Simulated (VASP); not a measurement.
# InSb (I-4m2) in VASP: a series of runs, part 2 of 2

VASP 6.6.1. Earlier steps stand in the parts before.

## 4. Single point, PBE (zz strain of +3 %)

INCAR

```
PREC = Accurate
ENCUT = 520
EDIFF = 1E-6
ISMEAR = -1
SIGMA = 0.03
LREAL = False
LASPH = True
NELM = 60
ALGO = Normal
ISIF = 2
LWAVE = False
LCHARG = False
GGA = PE
NBANDS = 16
```

KPOINTS

```
Automatic mesh
0
Gamma
  10 10 10
```

POSCAR

```
InSb
1.0
    0.0000000000      3.2391000000      3.3362730000
    3.2391000000      0.0000000000      3.3362730000
    3.2391000000      3.2391000000      0.0000000000
In Sb
1 1
Direct
    0.0000000000      0.0000000000      0.0000000000
    0.7500000000      0.7500000000      0.7500000000
```

Potentials or basis: VASP PAW PBE potentials, release 64 (In_d, Sb).

Command:

```console
$ cat potpaw_PBE.64/In_d/POTCAR potpaw_PBE.64/Sb/POTCAR > POTCAR
$ mpirun -np 1 vasp_std > vasp.out
```

OUTCAR:

```text
PREC = Accurate
   ENCUT = 520
   EDIFF = 1E-6
   ISMEAR = -1
   LREAL = False
   LASPH = True
   NELM = 60
   ISIF = 2
   GGA = PE

 ion  position               nearest neighbor table
   1  0.000  0.000  0.000-   2 2.83   2 2.83   2 2.83   2 2.83
   2  0.750  0.750  0.750-   1 2.83   1 2.83   1 2.83   1 2.83

  LATTYP: Found a body centered tetragonal cell.
 ALAT       =     4.5807791499
 C/A-ratio  =     1.4566399692

  Lattice vectors:

 A1 = (  -3.2391000000,   0.0000000000,   3.3362730000)
 A2 = (   3.2391000000,   0.0000000000,   3.3362730000)
 A3 = (   0.0000000000,   3.2391000000,  -3.3362730000)

Analysis of symmetry for initial positions (statically):
=====================================================================
 Subroutine PRICEL returns:
 Original cell was already a primitive cell.

 Routine SETGRP: Setting up the symmetry group for a
 body centered tetragonal supercell.

 Subroutine GETGRP returns: Found  8 space group operations
 (whereof  8 operations were pure point group operations)
 out of a pool of 16 trial point group operations.

The static configuration has the point symmetry D_2d.

Analysis of symmetry for dynamics (positions and initial velocities):
=====================================================================
 Subroutine PRICEL returns:
 Original cell was already a primitive cell.

 Routine SETGRP: Setting up the symmetry group for a
 body centered tetragonal supercell.

 Subroutine GETGRP returns: Found  8 space group operations
 (whereof  8 operations were pure point group operations)
 out of a pool of 16 trial point group operations.

The dynamic configuration has the point symmetry D_2d.

 Subroutine INISYM returns: Found  8 space group operations
 (whereof  8 operations are pure point group operations),
 and found     1 'primitive' translations

----------------------------------------------------------------------------------------

                                     Primitive cell

  volume of cell :      70.0068

  direct lattice vectors                    reciprocal lattice vectors
     0.000000000  3.239100000  3.336273000    -0.154363867  0.154363867  0.149867832
     3.239100000  0.000000000  3.336273000     0.154363867 -0.154363867  0.149867832
     3.239100000  3.239100000  0.000000000     0.154363867  0.154363867 -0.149867832

  length of vectors
     4.649998531  4.649998531  4.580779150     0.264795720  0.264795720  0.264795720

  position of ions in fractional coordinates (direct lattice)
     0.000000000  0.000000000  0.000000000
     0.750000000  0.750000000  0.750000000

  ion indices of the primitive-cell ions
   primitive index   ion index
                 1           1
                 2           2

----------------------------------------------------------------------------------------

 KPOINTS: Automatic mesh

Automatic generation of k-mesh.
 Grid dimensions read from file:
 generate k-points for:   10   10   10

 Generating k-lattice:

  Cartesian coordinates                     Fractional coordinates (reciprocal lattice)
    -0.015436387  0.015436387  0.014986783     0.100000000  0.000000000  0.000000000
     0.015436387 -0.015436387  0.014986783     0.000000000  0.100000000  0.000000000
     0.015436387  0.015436387 -0.014986783    -0.000000000 -0.000000000  0.100000000

  Length of vectors
     0.026479572  0.026479572  0.026479572

  Shift w.r.t. Gamma in fractional coordinates (k-lattice)
     0.000000000  0.000000000  0.000000000

 Subroutine IBZKPT returns following result:
 ===========================================

 Found    102 irreducible k-points:

 Following reciprocal coordinates:
            Coordinates               Weight
  0.000000  0.000000  0.000000      1.000000
  0.100000  0.000000  0.000000      8.000000
  0.200000  0.000000  0.000000      8.000000
  0.300000  0.000000  0.000000      8.000000
  0.400000  0.000000  0.000000      8.000000
  0.500000  0.000000  0.000000      4.000000
[... 16 lines left out ...]
  0.300000  0.300000  0.000000      2.000000
  0.400000  0.300000  0.000000      8.000000
 [... further k-points ...]
   k-points           NKPTS =    102   k-points in BZ     NKDIM =    102   number of bands    NBANDS=     16
   number of dos      NEDOS =    301   number of ions     NIONS =      2
   total plane-waves  NPLWV =  46656
   dimension x,y,z NGX =    36 NGY =   36 NGZ =   36
   dimension x,y,z NGXF=    72 NGYF=   72 NGZF=   72
   ions per type =               1   1
   NGX,Y,Z   is equivalent  to a cutoff of  12.87, 12.87, 13.07 a.u.
   NGXF,Y,Z  is equivalent  to a cutoff of  25.74, 25.74, 26.13 a.u.
 SYSTEM =  unknown system
   PREC   = accura    normal or accurate (medium, high low for compatibility)
   ISTART =      0    job   : 0-new  1-cont  2-samecut
   ICHARG =      2    charge: 1-file 2-atom 10-const
   ISPIN  =      1    spin polarized calculation?
   LNONCOLLINEAR =      F non collinear calculations
   LSORBIT =      F    spin-orbit coupling
   LASPH  =      T    aspherical Exc in radial PAW
   ENCUT  =  520.0 eV  38.22 Ry    6.18 a.u.   8.65  8.65  8.52*2*pi/ulx,y,z
   NELM   =     60;   NELMIN=  2; NELMDL= -5     # of ELM steps
   EDIFF  = 0.1E-05   stopping-criterion for ELM
   LREAL  =      F    real-space projection
   EDIFFG = 0.1E-04   stopping-criterion for IOM
   NSW    =      0    number of steps for IOM
   IBRION =     -1    ionic relax: 0-MD 1-quasi-New 2-CG
   NFREE  =      0    steps in history (QN), initial steepest desc. (CG)
   ISIF   =      2    stress and relaxation
   ISYM   =      2    0-nonsym 1-usesym 2-fastsym
   POTIM  = 0.5000    time-step for ionic-motion
   TEBEG  =    0.0;   TEEND  =   0.0 temperature during run
   PSTRESS=    0.0 pullay stress
   NELECT =      18.0000    total number of electrons
   NUPDOWN=      -1.0000    fix difference up-down
   EMIN   =  10.00;   EMAX   =-10.00  energy-range for DOS
   EFERMI =   0.00;   METHOD = LEGACY
   ISMEAR =    -1;   SIGMA  =   0.03  broadening in eV -4-tet -1-fermi 0-gaus
   EFERMI_NEDOS =   21; number of points for ismear=-14 and -15
   IALGO  =     38    algorithm
   IMIX   =      4    mixing-type and parameters
     AMIX     =   0.40;   BMIX     =  1.00
     AMIX_MAG =   1.60;   BMIX_MAG =  1.00
  volume/ion in A,a.u.               =      35.00       236.21
  Fermi-wavevector in a.u.,A,eV,Ry     =   1.041004  1.967212 14.744477  1.083689
  Thomas-Fermi vector in A             =   2.175605
   LORBIT       =      0    0 simple, 1 ext, 2 COOP (PROOUT), +10 PAW based schemes
   GGA     = PE    functional components
   LHFCALC =     F    Hartree Fock is set to
   AEXX    =    0.0000 exact exchange contribution
   IVDW    =     0    specifies the selected vdW correction
   LEPSILON=     F    determine dielectric tensor
   LRPA    =     F    only Hartree local field effects (RPA)
 non-spin polarized calculation
  energy-cutoff  :      520.00
  volume of cell :       70.01
 maximum number of plane-waves:      1903
   NGX = 17   NGY = 17   NGZ = 17

 number of electron      17.9999999 magnetization

 Free energy of the ion-electron system (eV)
  ---------------------------------------------------
  ext. energy  EPLUGINS =         0.00000000
  ---------------------------------------------------
  free energy    TOTEN  =        -6.93319726 eV

  energy without entropy =       -6.93307045  energy(sigma->0) =       -6.93313385

 E-fermi :   4.8587     XC(G=0):  -8.5621

 val. band max:        4.8508449872   @ k =   0.0000   0.0000   0.0000
 cond. band min:       5.2799176405   @ k =   0.5000   0.0000   0.0000
 fundamental gap:      0.4290726533
 Fermi energy:         4.8586573621

 k-point     1 :       0.0000    0.0000    0.0000
  band No.  band energies     occupation
      1      -9.7484      2.00000
      2      -9.7421      2.00000
      3      -9.7421      2.00000
      4      -9.6695      2.00000
      5      -9.6651      2.00000
      6      -5.7325      2.00000
[... 8 lines left out ...]
     15      12.7864      0.00000
     16      13.2406      0.00000
[... 419 lines left out ...]
 k-point    24 :       0.4000    0.3000    0.0000
  band No.  band energies     occupation
      1      -9.8014      2.00000
      2      -9.7136      2.00000
      3      -9.7125      2.00000
      4      -9.6752      2.00000
      5      -9.6643      2.00000
      6      -4.4666      2.00000
[... 8 lines left out ...]
     15      14.4151      0.00000
     16      14.6317      0.00000

 [... further k-points ...]

------------------------ aborting loop because EDIFF is reached ----------------------------------------

  FORCE on cell =-STRESS in cart. coord.  units (eV):
  Direction    XX          YY          ZZ          XY          YZ          ZX
  --------------------------------------------------------------------------------------
  -------------------------------------------------------------------------------------
  Total        0.8543128      0.8543128      0.4984090      0.0000000     -0.0000000      0.0000000
  in kB       19.5518208     19.5518208     11.4065997      0.0000000     -0.0000000      0.0000000
  external PRESSURE =      16.8367471 kB  Pullay stress =       0.0000000 kB

 VOLUME and BASIS-vectors are now :
 -----------------------------------------------------------------------------
  energy-cutoff  :      520.00
  volume of cell :       70.01
      direct lattice vectors                 reciprocal lattice vectors
     0.000000000  3.239100000  3.336273000    -0.154363867  0.154363867  0.149867832
     3.239100000  0.000000000  3.336273000     0.154363867 -0.154363867  0.149867832
     3.239100000  3.239100000  0.000000000     0.154363867  0.154363867 -0.149867832

 POSITION                                       TOTAL-FORCE (eV/Angst)
 -----------------------------------------------------------------------------------
      0.00000      0.00000      0.00000         0.000000      0.000000      0.000000
      4.85865      4.85865      5.00441        -0.000000     -0.000000     -0.000000
 -----------------------------------------------------------------------------------
    total drift:                                0.000000      0.000000      0.000000

  FREE ENERGIE OF THE ION-ELECTRON SYSTEM (eV)
  ---------------------------------------------------
  free  energy   TOTEN  =        -6.9331972580 eV

  energy  without entropy=       -6.9330704450  energy(sigma->0) =       -6.93313385
```

stdout:

```text
POSCAR found type information on POSCAR InSb
 POSCAR found :  2 types and       2 ions
 scaLAPACK will be used
 LDA part: xc-table for (Slater+PW92), standard interpolation
 POSCAR, INCAR and KPOINTS ok, starting setup
 FFT: planning ... GRIDC
 FFT: planning ... GRID_SOFT
 FFT: planning ... GRID
 WAVECAR not read
 entering main loop
```

Wall time 64 s (1 thread of AMD EPYC 9R45 (Zen 5), shared host); peak memory 0.25 GiB.

What came out:

```yaml
Free_energy: -6.9332 eV
Pressure: 1.7 GPa
Band_gap_on_the_k_mesh: zero (filled and empty bands touch)
```

Stress tensor (GPa, compression positive):
```
1.96 0.00 0.00
0.00 1.96 0.00
0.00 0.00 1.14
```

Levels at points of the mesh, in eV from the Fermi level:
| k point | band 7 | band 8 | band 9 | band 10 | band 11 | band 12 |
| --- | --- | --- | --- | --- | --- | --- |
| (0.00, 0.00, 0.00) | -0.42 | -0.16 | -0.01 | -0.01 | 2.89 | 2.89 |
| (0.50, 0.00, 0.00) | -5.54 | -1.11 | -0.92 | 0.42 | 3.69 | 3.82 |
| (0.50, 0.50, 0.00) | -5.93 | -2.12 | -2.12 | 1.43 | 1.44 | 7.90 |
| (0.50, 0.00, 0.50) | -5.80 | -2.28 | -2.26 | 1.22 | 1.29 | 7.84 |

Caveat: the cell differs from its parent crystal (zz strain of +3 %); semilocal functionals underestimate gaps, and a narrow one can read as zero; spin-orbit coupling is left out, which moves the levels of the heavy elements.

## 5. Single point, PBE (equal xx and yy strain of +2 %)

INCAR

```
PREC = Accurate ; ENCUT = 520
EDIFF = 1E-6 ; ISMEAR = -1
SIGMA = 0.03 ; LREAL = False
LASPH = True ; NELM = 80
ALGO = Normal ; ISIF = 2
LWAVE = False ; LCHARG = False
GGA = PE ; NBANDS = 16
```

KPOINTS is that of step 4.

POSCAR

```
InSb
1.0
    0.0000000000      3.3038820000      3.2391000000
    3.3038820000      0.0000000000      3.2391000000
    3.3038820000      3.3038820000      0.0000000000
In Sb
1 1
Direct
    0.0000000000      0.0000000000      0.0000000000
    0.7500000000      0.7500000000      0.7500000000
```

Potentials or basis: VASP PAW PBE potentials, release 64 (In_d, Sb).

Command:

```console
$ cat potpaw_PBE.64/In_d/POTCAR potpaw_PBE.64/Sb/POTCAR > POTCAR
$ mpirun -np 1 vasp_std > vasp.out
```

OUTCAR:

```text
PREC = Accurate
   ENCUT = 520
   EDIFF = 1E-6
   ISMEAR = -1
   LREAL = False
   LASPH = True
   NELM = 80
   ISIF = 2
   GGA = PE

 ion  position               nearest neighbor table
   1  0.000  0.000  0.000-   2 2.84   2 2.84   2 2.84   2 2.84
   2  0.750  0.750  0.750-   1 2.84   1 2.84   1 2.84   1 2.84

  LATTYP: Found a body centered tetragonal cell.
 ALAT       =     4.6723947329
 C/A-ratio  =     1.3864838847

  Lattice vectors:

 A1 = (   0.0000000000,  -3.3038820000,  -3.2391000000)
 A2 = (   0.0000000000,   3.3038820000,  -3.2391000000)
 A3 = (   3.3038820000,   0.0000000000,   3.2391000000)

Analysis of symmetry for initial positions (statically):
=====================================================================
 Subroutine PRICEL returns:
 Original cell was already a primitive cell.

 Routine SETGRP: Setting up the symmetry group for a
 body centered tetragonal supercell.

 Subroutine GETGRP returns: Found  8 space group operations
 (whereof  8 operations were pure point group operations)
 out of a pool of 16 trial point group operations.

The static configuration has the point symmetry D_2d.

Analysis of symmetry for dynamics (positions and initial velocities):
=====================================================================
 Subroutine PRICEL returns:
 Original cell was already a primitive cell.

 Routine SETGRP: Setting up the symmetry group for a
 body centered tetragonal supercell.

 Subroutine GETGRP returns: Found  8 space group operations
 (whereof  8 operations were pure point group operations)
 out of a pool of 16 trial point group operations.

The dynamic configuration has the point symmetry D_2d.

 Subroutine INISYM returns: Found  8 space group operations
 (whereof  8 operations are pure point group operations),
 and found     1 'primitive' translations

----------------------------------------------------------------------------------------

[... 109 lines left out ...]
   IALGO  =     38    algorithm
   IMIX   =      4    mixing-type and parameters
     AMIX     =   0.40;   BMIX     =  1.00
     AMIX_MAG =   1.60;   BMIX_MAG =  1.00
  volume/ion in A,a.u.               =      35.36       238.60
  Fermi-wavevector in a.u.,A,eV,Ry     =   1.037523  1.960635 14.646054  1.076455
  Thomas-Fermi vector in A             =   2.171965
   LORBIT       =      0    0 simple, 1 ext, 2 COOP (PROOUT), +10 PAW based schemes
   GGA     = PE    functional components
   LHFCALC =     F    Hartree Fock is set to
   AEXX    =    0.0000 exact exchange contribution
   IVDW    =     0    specifies the selected vdW correction
   LEPSILON=     F    determine dielectric tensor
   LRPA    =     F    only Hartree local field effects (RPA)
 non-spin polarized calculation
  energy-cutoff  :      520.00
  volume of cell :       70.71
 maximum number of plane-waves:      1932
   NGX = 17   NGY = 17   NGZ = 17

 number of electron      18.0000001 magnetization

 Free energy of the ion-electron system (eV)
  ---------------------------------------------------
  ext. energy  EPLUGINS =         0.00000000
  ---------------------------------------------------
  free energy    TOTEN  =        -6.94180962 eV

  energy without entropy =       -6.94168893  energy(sigma->0) =       -6.94174928

 E-fermi :   4.7369     XC(G=0):  -8.5190

 val. band max:        4.6680316587   @ k =   0.0000   0.0000   0.0000
 cond. band min:       4.7602991202   @ k =   0.0000   0.0000   0.0000
 fundamental gap:      0.0922674615
 Fermi energy:         4.7368592501

 k-point     1 :       0.0000    0.0000    0.0000
  band No.  band energies     occupation
      1      -9.8284      2.00000
      2      -9.8284      2.00000
      3      -9.8243      2.00000
      4      -9.7542      2.00000
      5      -9.7509      2.00000
      6      -5.7750      2.00000
[... 433 lines left out ...]
      3      -9.7988      2.00000
      4      -9.7666      2.00000
      5      -9.7443      2.00000
      6      -4.4739      2.00000
[... 8 lines left out ...]
     15      14.1596      0.00000
     16      14.7010      0.00000

 [... further k-points ...]

------------------------ aborting loop because EDIFF is reached ----------------------------------------

  FORCE on cell =-STRESS in cart. coord.  units (eV):
  Direction    XX          YY          ZZ          XY          YZ          ZX
  --------------------------------------------------------------------------------------
  -------------------------------------------------------------------------------------
  Total        0.4786156      0.4786156      0.6954469      0.0000000      0.0000000      0.0000000
  in kB       10.8441139     10.8441139     15.7569138      0.0000000      0.0000000      0.0000000
  external PRESSURE =      12.4817138 kB  Pullay stress =       0.0000000 kB

 VOLUME and BASIS-vectors are now :
 -----------------------------------------------------------------------------
  energy-cutoff  :      520.00
  volume of cell :       70.71
      direct lattice vectors                 reciprocal lattice vectors
     0.000000000  3.303882000  3.239100000    -0.151337124  0.151337124  0.154363867
     3.303882000  0.000000000  3.239100000     0.151337124 -0.151337124  0.154363867
     3.303882000  3.303882000  0.000000000     0.151337124  0.151337124 -0.154363867

 POSITION                                       TOTAL-FORCE (eV/Angst)
 -----------------------------------------------------------------------------------
      0.00000      0.00000      0.00000         0.000000      0.000000      0.000000
      4.95582      4.95582      4.85865        -0.000000     -0.000000     -0.000000
 -----------------------------------------------------------------------------------
    total drift:                                0.000000      0.000000     -0.000000

  FREE ENERGIE OF THE ION-ELECTRON SYSTEM (eV)
  ---------------------------------------------------
  free  energy   TOTEN  =        -6.9418096182 eV

  energy  without entropy=       -6.9416889347  energy(sigma->0) =       -6.94174928
```

It took 65 s on 1 thread of AMD EPYC 9R45 (Zen 5), shared host; peak memory 0.25 GiB.

Results:

* Free energy: -6.9418 eV
* Pressure: 1.2 GPa
* Band gap on the k mesh: 0.09 eV

Caveat: the cell differs from its parent crystal (equal xx and yy strain of +2 %); semilocal functionals underestimate gaps, and a narrow one can read as zero; spin-orbit coupling is left out, which moves the levels of the heavy elements. A k mesh can miss the band edges.

## 6. The runs side by side

| cell | gap on the mesh (eV) | pressure (GPa) |
| --- | --- | --- |
| a = 4.604, b = 4.604, c = 4.581 Å, angles 60.2, 60.2, 59.7°, 2 atoms | none | 2.6 |
| a = 4.627, b = 4.627, c = 4.581 Å, angles 60.3, 60.3, 59.3°, 2 atoms | none | 2.1 |
| a = 4.650, b = 4.650, c = 4.581 Å, angles 60.5, 60.5, 59.0°, 2 atoms | none | 1.7 |
| a = 4.627, b = 4.627, c = 4.672 Å, angles 59.7, 59.7, 60.7°, 2 atoms | 0.09 | 1.2 |

Alike in all rows: task single point; level PBE; potentials or basis VASP PAW PBE potentials, release 64 (In_d, Sb); no spin polarisation; k mesh 10 × 10 × 10; cutoff (eV) 520; smearing fermi-dirac 0.03 eV.

Caveats: semilocal functionals underestimate gaps, and a narrow one can read as zero; spin-orbit coupling is left out, which moves the levels of the heavy elements.

Absolute energies hang on the potentials; compare differences alone.

The gap in the log of VASP goes by the Fermi energy; the results here count the filled bands.